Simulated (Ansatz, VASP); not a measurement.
**Zr: VASP beside Ansatz**

File INCAR:

```
SYSTEM = Zr
ALGO = Normal
EDIFF = 1E-6
ENCUT = 500
GGA = PS
GGA_COMPAT = .False.
ISIF = 2
ISMEAR = 0
LASPH = .True.
LCHARG = .True.
LELF = .True.
LREAL = .False.
LVHAR = .True.
LWAVE = .False.
NBANDS = 19
NELM = 120
PREC = Accurate
SIGMA = 0.1
```

Contents of KPOINTS:

```
k-points
0
Gamma
  6 6 6
  0 0 0
```

The input POSCAR:

```
Zr
1.0
   -2.8067140066      2.8067140066      1.5311143010
    2.8067140066     -2.8067140066      1.5311143010
    2.8067140066      2.8067140066     -1.5311143010
Zr
2
Direct
    0.0000000000      0.0000000000      0.0000000000
    0.7500000000      0.2500000000      0.5000000000
```

Input for Ansatz:

```yaml
crystal:
  lattice:
    - [-2.8067140066, 2.8067140066, 1.531114301]
    - [2.8067140066, -2.8067140066, 1.531114301]
    - [2.8067140066, 2.8067140066, -1.531114301]
  atoms:
    - { symbol: Zr, position: [0.0, 0.0, 0.0] }
    - { symbol: Zr, position: [0.75, 0.25, 0.5] }
basis:
  ecutwfc: 420
kpoints:
  mp_grid: { grid: [6, 6, 6] }
hamiltonian:
  xc: pbesol
scf:
  occupations: { method: gaussian, width: 0.1 }
  lower_state_search: "off"
output:
  forces: true
  stress: true
  eigenvalues: true
```

Alike in both runs: task single point; functional PBEsol; k mesh 6 × 6 × 6; occupations gaussian, width 0.1 eV; no spin polarisation.

|  | VASP | Ansatz |
| --- | --- | --- |
| version | VASP 6.6.1 | Ansatz 0.2.0 |
| potentials or method | VASP PAW PBE potentials, release 64 (Zr_sv), cutoff 500 eV | scalar-relativistic, plane waves, PAW |
| valence electrons in the cell | 24 | 24 |

```tsv
	VASP	Ansatz	Ansatz less VASP
gap on the k mesh at the Fermi level (eV)	none	none	-
pressure (GPa)	-5.0	-5.1	-0.08
traceless stress, the component that is largest in VASP (GPa)	0.11	0.13	+0.014
```

VASP's potentials were made for PBE, not for PBEsol. A gap of «none» marks a metal or a gap that the smearing closes.

The k mesh is coarse, so the values compare programs but aren't converged.
